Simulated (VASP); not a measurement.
Write the native input for VASP 6.6.1 that does the following.

* Task: single point
* Functional: PBE
* Potentials or basis: VASP PAW PBE potentials, release 64 (Ta_pv, Cu)
* Cutoff: 520 eV
* k mesh: 3 × 3 × 3
* Occupations: fermi-dirac, width 0.15 eV
* Spin: no spin polarisation
* Dipole correction: no
* Further INCAR settings: LREAL = Auto; ALGO = Normal; EDIFF = 1e-07; NBANDS = 108

The structure of Ta16Cu (a cell with a defect) lies in POSCAR:

```
Ta16Cu
1.0
    6.6200000000      0.0000000000      0.0000000000
    0.0000000000      6.6200000000      0.0000000000
    0.0000000000      0.0000000000      6.6200000000
Ta Cu
16 1
Direct
    0.0286706949     -0.0100755287      0.0091691843
    0.5340181269      0.0494410876      0.0439728097
    0.0331419940      0.5144712991     -0.0125528701
   -0.0454833837      0.1040181269      0.3803474320
    0.3013293051      0.2964199396      0.2475830816
    0.4012386707      0.4223564955     -0.1182477341
    0.5267673716      0.0037160121      0.5011933535
    0.6996525680      0.3458157100      0.2066465257
    0.0491691843      0.4897885196      0.4962990937
    0.2974471299      0.7491238671      0.2484138973
    0.1741691843      0.1637462236      0.6959667674
    0.5097280967      0.5652416918      0.5375226586
    0.7700604230      0.7626283988      0.3083383686
    0.7604078550      0.2449395770      0.7560422961
    0.2871903323      0.7911329305      0.7718126888
    0.6723564955      0.6779456193      0.9530966767
    0.8950906344     -0.1957401813      0.7078398792
```

The input as run:

INCAR

```
  ALGO = Normal
  EDIFF = 1E-7
  ENCUT = 520
  GGA = PE
  ISIF = 2
  ISMEAR = -1
  LASPH = T
  LCHARG = F
  LREAL = Auto
  LWAVE = F
  NBANDS = 108
  NELM = 80
  PREC = Accurate
  SIGMA = 0.15
```

KPOINTS

```
k-points
0
Gamma
  3 3 3
```

Potentials or basis: VASP PAW PBE potentials, release 64 (Ta_pv, Cu).

Run with:

```bash
$ cat potpaw_PBE.64/Ta_pv/POTCAR potpaw_PBE.64/Cu/POTCAR > POTCAR
$ mpirun -np 1 vasp_std > vasp.out
```

Results of the run:

```json
{
 "Pressure": "24.8 GPa",
 "Largest force": "3.419 eV/Å"
}
```

Run time: 20 min on 1 thread of Intel(R) Xeon(R) Platinum 8375C CPU @ 2.90GHz (Ice Lake) (shared host), peak memory 0.5 GiB.
